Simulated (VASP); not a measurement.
Set up this calculation in VASP 6.6.1, as the native input.

* Task: single point
* Functional: PBE
* Potentials or basis: VASP PAW PBE potentials, release 64 (Na_pv)
* Cutoff: 400 eV
* k mesh: 4 × 4 × 4
* Occupations: gaussian, width 0.1 eV
* Spin: no spin polarisation
* Dipole correction: no
* Further INCAR settings: ALGO = Normal; EDIFF = 1e-06; NBANDS = 10

The structure of Na lies in POSCAR:

```
Na
1.0
    0.0000000000      5.7087300000      5.7087300000
    5.7087300000      0.0000000000      5.7087300000
    5.7087300000      5.7087300000      0.0000000000
Na
1
Direct
    0.5000000000      0.5000000000      0.5000000000
```

The input as run:

INCAR

```
SYSTEM = Na
ALGO = Normal
EDIFF = 1E-6
ENCUT = 400
GGA = PE
GGA_COMPAT = .False.
ISIF = 2
ISMEAR = 0
LASPH = .True.
LCHARG = .False.
LREAL = .False.
LWAVE = .False.
NBANDS = 10
NELM = 120
PREC = Accurate
SIGMA = 0.1
```

KPOINTS

```
k-points
0
Gamma
  4 4 4
  0 0 0
```

Potentials or basis: VASP PAW PBE potentials, release 64 (Na_pv).

Run with:

```sh
$ cat potpaw_PBE.64/Na_pv/POTCAR > POTCAR
$ mpirun -np 1 vasp_std > vasp.out
```

Results of the run:

* Pressure: -0.1 GPa

It took 18 s on 1 thread of Intel(R) Xeon(R) Platinum 8559C (Emerald Rapids) (shared host), peak memory 0.36 GiB.
